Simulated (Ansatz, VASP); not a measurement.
## AlN in VASP and in Ansatz

```xyz
4
Lattice="3.1298 0.0000 0.0000 -1.5649 2.7105 0.0000 0.0000 0.0000 5.0174" Properties=species:S:1:pos:R:3 pbc="T T T"
Al    0.0000    1.8070   -0.0039
Al    1.5649    0.9035    2.5048
N     0.0000    1.8070    1.9105
N     1.5649    0.9035    4.4191
```

Alike in both runs: functional PBE; k mesh 12 × 12 × 6; occupations fermi-dirac, width 0.02 eV; no spin polarisation.

Ansatz relaxed the structure, and its values are those at the end. VASP's run is a single point on that final structure, the one shown.

```csv
,VASP,Ansatz
version,VASP 6.6.1,Ansatz 0.2.0
potentials or method,"VASP PAW PBE potentials, release 64 (Al, N), cutoff 600 eV",PAW plane waves
valence electrons in the cell,16,16
```

```csv
,VASP,Ansatz,Ansatz less VASP
gap on the k mesh at the Fermi level (eV),4.05,4.04,-0.009
pressure (GPa),-0.3,0.0,+0.30
```
